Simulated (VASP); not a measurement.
Set up this calculation in VASP 6.6.1, as the native input.

| Item | Value |
| --- | --- |
| Task | single point |
| Functional | PBE |
| Potentials or basis | VASP PAW PBE potentials, release 64 (Mg) |
| Cutoff | 520 eV |
| k mesh | 4 × 4 × 4 |
| Occupations | gaussian, width 0.1 eV |
| Spin | no spin polarisation |
| Dipole correction | no |
| Further INCAR settings | ALGO = Normal; EDIFF = 1e-07; NBANDS = 10 |

The structure of Mg lies in POSCAR:

```
Mg
1.0
    0.0000000000      3.4620473500      3.4620473500
    3.4620473500      0.0000000000      3.4620473500
    3.4620473500      3.4620473500      0.0000000000
Mg
3
Direct
    0.2500000000      0.2500000000      0.2500000000
    0.5000000000      0.5000000000      0.5000000000
    0.7500000000      0.7500000000      0.7500000000
```

The cell was built from a structure type or drawn by symmetry, and may not be a known phase.

These files were run (other wordings do the same):

INCAR

```
PREC     = Accurate       # precision mode
ENCUT    = 520            # plane-wave cutoff, eV
EDIFF    = 1E-7           # SCF threshold, eV
ISMEAR   = 0              # smearing method
SIGMA    = 0.1            # smearing width, eV
LREAL    = False          # projectors in reciprocal space
LASPH    = True           # aspherical terms in the spheres
NELM     = 60             # most SCF steps
ALGO     = Normal         # electronic algorithm
ISIF     = 2              # what is computed and relaxed
LWAVE    = False          # write WAVECAR
LCHARG   = False          # write CHGCAR
GGA      = PE             # functional
NBANDS   = 10             # bands
```

KPOINTS

```
regular mesh
0
Gamma
  4 4 4
```

Potentials or basis: VASP PAW PBE potentials, release 64 (Mg).

Launch:

```sh
$ cat potpaw_PBE.64/Mg/POTCAR > POTCAR
$ mpirun -np 1 vasp_std > vasp.out
```

Results of the run:

| Item | Value |
| --- | --- |
| Pressure | 0.5 GPa |
| Band gap on the k mesh | zero (bands 3 and 4 overlap by 3.57 eV) |

Caveat: the k points lie up to 0.39 Å⁻¹ apart, too coarse for converged energies and pressures of a metal.

Wall time 4.7 s on 1 thread of Intel(R) Xeon(R) 6975P-C (Granite Rapids), with other jobs on the host, peak memory 0.19 GiB.
